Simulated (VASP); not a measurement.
Runs of VASP 6.6.1 on Au. The structure is that of space group Pm-3m (No. 221), or close to it. The cells are those of the table. This isn't the form of Au at room conditions, which is fcc.

```tsv
task	level	potentials or basis	cell	k mesh	cutoff (eV)	smearing	grid for exact exchange (PRECFOCK)	share of exact exchange	gap on the mesh (eV)	pressure (GPa)
single point	r2SCAN	VASP PAW PBE potentials, release 64 (Au)	a = 2.748 Å, 1 atom	11 × 11 × 11	520	methfessel-paxton 0.05 eV	-	-	none	-3.4
relaxation of cell and atoms	HF	VASP PAW PBE potentials, release 64 (Au_sv_GW)	relaxed from a = 2.748 Å, 1 atom	5 × 5 × 5	540	fermi-dirac 0.05 eV	Normal	1	none	0.0
single point	r2SCAN	VASP PAW PBE potentials, release 64 (Au)	a = 2.748 Å, 1 atom	16 × 16 × 16	520	methfessel-paxton 0.05 eV	-	-	none	-3.3
single point	PBE	VASP PAW PBE potentials, release 64 (Au)	a = 2.808, b = 2.664, c = 2.778 Å, angles 91.0, 90.0, 91.8°, 1 atom	11 × 11 × 11	520	fermi-dirac 0.1 eV	-	-	none	(a)
single point	r2SCAN	VASP PAW PBE potentials, release 64 (Au)	a = 2.748 Å, 1 atom	13 × 13 × 13	520	methfessel-paxton 0.05 eV	-	-	none	-3.2
```

Alike in all rows: no spin polarisation.

Q: Fill in the values left out.

A: (a) 0.5.

Caveats: some runs use coarse meshes; spin-orbit coupling is left out, which moves the levels of the heavy elements; the PAW data sets were made with another functional, which shifts forces and pressure a little (at least some runs); the cell stands under tension (at least some runs); the stress differs along the axes, from -5 to 9 GPa (at least some runs).

A k mesh can miss the band edges, and the runs leave out spin-orbit coupling on Au.

A gap of «none» marks levels without a gap at the run's occupations.

The runs don't all hold the same shells in valence.
